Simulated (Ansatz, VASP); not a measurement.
**Two plane-wave programs on Re**

```
Re
1.0
     0.00000    1.93468    1.93468
     1.93468    0.00000    1.93468
     1.93468    1.93468    0.00000
Re
1
Direct
  0.00000 0.00000 0.00000
```

Change from the starting cell: volume scaled by 0.94, PAW files.

Alike in both runs: task electric field gradients; functional PBEsol; k mesh 14 × 14 × 14; occupations fermi-dirac, width 0.05 eV; no spin polarisation.

|  | VASP | Ansatz |
| --- | --- | --- |
| version | VASP 6.6.1 | Ansatz 0.2.0 |
| potentials or method | VASP PAW PBE potentials, release 64 (Re) | PAW with Ansatz's default frozen-core files, scalar-relativistic |
| plane-wave cutoff (eV) | 520 | 420 |
| valence electrons in the cell | 7 | 15 |

|  | VASP | Ansatz | Ansatz less VASP |
| --- | --- | --- | --- |
| pressure (GPa) | 3.2 | 3.1 | -0.07 |

VASP's potentials were made for PBE, not for PBEsol. The functional is the same, so the differences come from potentials, cutoffs and numerics. VASP's potentials hold 7 valence electrons a cell and Ansatz's 15, so a difference there can come from the potentials and not from the codes.

Spin-orbit coupling is off throughout.
